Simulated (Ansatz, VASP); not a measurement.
# One calculation of P, two programs

```
P
1.0
     4.48655    0.00000    0.00000
     0.00000    4.48655    0.00000
     0.00000    0.00000    4.59690
P
1
Direct
  0.00000 0.00000 0.00000
```

Change from the starting cell: strain +0.050 along x and y, +0.050 along z, atoms carried along.

Alike in both runs: task single point; functional r2SCAN; k mesh 12 × 12 × 12; occupations gaussian, width 0.15 eV; no spin polarisation.

```csv
,VASP,Ansatz
version,VASP 6.6.1,Ansatz 0.2.0
potentials or method,"VASP PAW PBE potentials, release 64 (P), cutoff 520 eV","scalar-relativistic, plane waves, PAW"
valence electrons in the cell,5,5
```

```csv
,VASP,Ansatz,Ansatz less VASP
gap on the k mesh at the Fermi level (eV),none,none,-
pressure (GPa),-2.8,-2.8,0.00
"traceless stress, the component that is largest in VASP (GPa)",0.22,0.22,0.000
```

VASP's potentials were made for PBE, not for r2SCAN. A gap of «none» marks a metal or a gap that the smearing closes. The functional is the same, so the differences come from potentials, cutoffs and numerics. Ansatz's warnings: xc potential rough in thin density.
